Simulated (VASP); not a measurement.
Runs of VASP 6.6.1 on Nb2Te6Mo. The structure is that of space group P-3m1 (No. 164), or close to it. The cells are those of the table. 

```tsv
cell	k mesh	smearing	gap on the mesh (eV)	pressure (GPa)	largest force (eV/Å)
a = 3.631, b = 3.631, c = 22.706 Å, angles 90.0, 90.0, 120.0°, 9 atoms	12 × 12 × 2	gaussian 0.1 eV	none	-0.1	0.01
a = 3.631, b = 3.631, c = 22.706 Å, angles 90.0, 90.0, 120.0°, 9 atoms	6 × 6 × 1	gaussian 0.2 eV	none	-0.1	0.08
a = 3.624, b = 3.622, c = 22.800 Å, angles 89.8, 90.0, 120.0°, 9 atoms	6 × 6 × 1	gaussian 0.2 eV	none	-0.1	0.02
a = 3.631, b = 3.631, c = 22.706 Å, angles 90.0, 90.0, 120.0°, 9 atoms	6 × 6 × 1	gaussian 0.1 eV	none	-0.1	(a)
```

Alike in all rows: task single point; level PBE; potentials or basis VASP PAW PBE potentials, release 64 (Nb_sv, Te, Mo_sv); no spin polarisation; cutoff (eV) 520.

Task: Estimate the missing entries.

Result: (a) 0.11.

Caveats: spin-orbit coupling is left out, which moves the levels of the heavy elements; this functional lacks dispersion, which binds the layers, so the pressure and a relaxed spacing across them are unreliable (some runs).

A k mesh can miss the band edges, and the runs leave out spin-orbit coupling on Mo, Nb, Te.

A gap of «none» marks levels without a gap at the run's occupations.
